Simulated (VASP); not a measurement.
BaTiO3:

```
Ba Ti O
1.0
     2.84826    1.64444    2.33556
    -2.84826    1.64444    2.33556
     0.00000   -3.28888    2.33556
Ba Ti O
1 1 3
Direct
  0.00015 0.00015 0.00015
  0.51334 0.51334 0.51334
  0.48895 0.97972 0.48895
  0.48895 0.48895 0.97972
  0.97972 0.48895 0.48895
```

* Program: VASP 6.6.1
* Task: relaxation of cell and atoms
* Functional: r2SCAN
* Potentials or basis: VASP PAW PBE potentials, release 64 (Ba_sv, Ti_sv, O)
* Cutoff: 600 eV
* k mesh: 6 × 6 × 6
* Occupations: gaussian, width 0.02 eV
* Spin: no spin polarisation
* Hubbard terms: Ti d U = 4.0 eV

At the start: pressure 3.3 GPa; volume 13.13 Å³/atom.

**Question.** How do energy, volume and symmetry change on relaxing?

**Answer.** Over 21 steps the energy falls by 17.3 meV/atom and the volume is 13.10 Å³/atom (-0.2 %); space group R3m (No. 160, to 0.1 Å) before, Pm-3m (No. 221, to 0.1 Å).

Step by step:
| step | energy change (eV) | largest force (eV/Å) | pressure (GPa) | volume (Å³) |
| --- | --- | --- | --- | --- |
| 1 | 0.0000 | 1.0610 | 3.32 | 65.64 |
| 2 | -0.0216 | 0.1505 | -5.53 | 68.25 |
| 3 | -0.0425 | 0.4173 | -2.07 | 67.11 |
| 4 | -0.0660 | 0.2813 | -0.52 | 66.10 |
| 5 | -0.0733 | 0.1873 | 1.43 | 65.14 |
| 6 | -0.0824 | 0.1812 | -0.01 | 65.53 |
| 7 | -0.0831 | 0.1814 | -0.55 | 65.71 |
| 8 | -0.0857 | 0.1003 | 0.36 | 65.37 |
| 9 | -0.0857 | 0.0938 | 0.43 | 65.34 |
| 10 | -0.0864 | 0.0369 | -0.32 | 65.62 |
| 11 | -0.0865 | 0.0458 | -0.14 | 65.55 |
| 12 | -0.0866 | 0.0223 | 0.08 | 65.46 |
| 13 | -0.0866 | 0.0220 | 0.08 | 65.46 |
| 14 | -0.0866 | 0.0148 | -0.05 | 65.51 |
| 15 | -0.0866 | 0.0152 | -0.06 | 65.51 |
| 16 | -0.0867 | 0.0166 | 0.00 | 65.49 |
| 17 | -0.0867 | 0.0176 | 0.04 | 65.48 |
| 18 | -0.0867 | 0.0175 | 0.06 | 65.47 |
| 19 | -0.0867 | 0.0113 | -0.02 | 65.50 |
| 20 | -0.0867 | 0.0094 | -0.04 | 65.51 |
| 21 | -0.0867 | 0.0030 | 0.01 | 65.49 |

Final structure:
```yaml
crystal:
  lattice:
    - [2.85013, 1.64552, 2.32715]
    - [-2.85013, 1.64552, 2.32715]
    - [0.00000, -3.29105, 2.32715]
  atoms:
    - { symbol: Ba, position: [0.99417, 0.99417, 0.99417] }
    - { symbol: Ti, position: [0.49407, 0.49407, 0.49407] }
    - { symbol: O, position: [0.49431, 0.99425, 0.49431] }
    - { symbol: O, position: [0.49431, 0.49431, 0.99425] }
    - { symbol: O, position: [0.99425, 0.49431, 0.49431] }
```

Caveat: the PAW data sets were made with another functional, which shifts forces and pressure a little.
